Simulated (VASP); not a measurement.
Write the native input for VASP 6.6.1 that does the following.

* Task: single point
* Functional: PBE
* Dispersion: D3(BJ)
* Potentials or basis: VASP PAW PBE potentials, release 64 (W_sv)
* Cutoff: 520 eV
* k mesh: 3 × 3 × 3
* Occupations: gaussian, width 0.05 eV
* Spin: no spin polarisation
* Dipole correction: no
* Further INCAR settings: LREAL = Auto; ALGO = Normal; EDIFF = 1e-06; NBANDS = 118

The structure of W (a cell with a defect) lies in POSCAR:

```
W
1.0
    6.3200000000      0.0000000000      0.0000000000
    0.0000000000      6.3200000000      0.0000000000
    0.0000000000      0.0000000000      6.3200000000
W
15
Direct
   -0.1036398734      0.1027946203      0.1020011076
    0.4930185127     -0.0017267405     -0.0025162975
    0.0008935127      0.5063292722     -0.0025428797
    0.0008482595     -0.0017140823      0.5052419304
    0.2571865506      0.2565740506      0.2557202532
    0.5033386076      0.4958009494      0.0037389241
    0.5032944620      0.0045450949      0.4950517405
   -0.0053979430      0.4958155063      0.4950215190
    0.2450197785      0.7541585443      0.2510865506
    0.2450587025      0.2518653481      0.7532841772
    0.4963155063      0.5027772152      0.5020648734
    0.7426093354      0.7420518987      0.2557261076
    0.7426227848      0.2565648734      0.7411403481
    0.2440308544      0.7550579114      0.7543327532
    0.7472727848      0.7541473101      0.7533148734
```

The input as run:

INCAR

```
ALGO = Normal
EDIFF = 1E-6
ENCUT = 520
GGA = PE
ISIF = 2
ISMEAR = 0
IVDW = 12
LASPH = T
LCHARG = F
LREAL = Auto
LWAVE = F
NBANDS = 118
NELM = 80
PREC = Accurate
SIGMA = 0.05
```

KPOINTS

```
k-points
0
Gamma
  3 3 3
```

Potentials or basis: VASP PAW PBE potentials, release 64 (W_sv).

The run is started by

```console
$ cat potpaw_PBE.64/W_sv/POTCAR > POTCAR
$ mpirun -np 1 vasp_std > vasp.out
```

Results of the run:

| Property | Result |
| --- | --- |
| Pressure | -5.5 GPa |
| Largest force | 0.036 eV/Å |
| Band gap on the k mesh | zero (band 105 reaches 10.38 eV, above the bottom of band 106 at 10.35 eV) |
| Dispersion energy per atom | -0.654 eV |

Caveat: spin-orbit coupling is left out, which moves the levels of the heavy elements.

Run time: 10 min on 1 thread of AMD EPYC 7R13 Processor (Zen 3), with other jobs on the host, peak memory 0.44 GiB.
